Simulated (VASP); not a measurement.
La, 2 atoms in the cell. The structure is cubic, space group Im-3m (No. 229). Conventional cell: a = 4.358 Å, b = 4.358 Å, c = 4.358 Å, α = 90.00°, β = 90.00°, γ = 90.00°. Within 5.0 Å of La (site symmetry m-3m) lie 14 La at 3.77 to 4.36 Å. This isn't the form of La at room conditions, which is double hcp.

| Property | Result |
| --- | --- |
| Program | VASP 6.6.1 |
| Task | relaxation of the atoms |
| Functional | LDA |
| Potentials or basis | VASP PAW LDA potentials, release 64 (La) |
| Cutoff | 520 eV |
| k mesh | 6 × 6 × 6 |
| Occupations | gaussian, width 0.05 eV |
| Spin | no spin polarisation |
| Dipole correction | no |
| Further INCAR settings | ALGO = Normal; EDIFF = 1e-07; IBRION = 2; EDIFFG = -0.01; NSW = 60 |

Potentials or basis: VASP PAW LDA potentials, release 64 (La).

Launch:

```sh
$ cat potpaw_LDA.64/La/POTCAR > POTCAR
$ mpirun -np 1 vasp_std > vasp.out
```

Hardware: 1 thread of Intel(R) Xeon(R) Platinum 8259CL CPU @ 2.50GHz (Skylake/Cascade Lake), with other jobs on the host.

Estimate the wall time of this run.

Run time: 18 s on 1 thread of Intel(R) Xeon(R) Platinum 8259CL CPU @ 2.50GHz (Skylake/Cascade Lake), with other jobs on the host, peak memory 0.17 GiB. Counts: scf iterations 12, k points 20, ion steps 1.
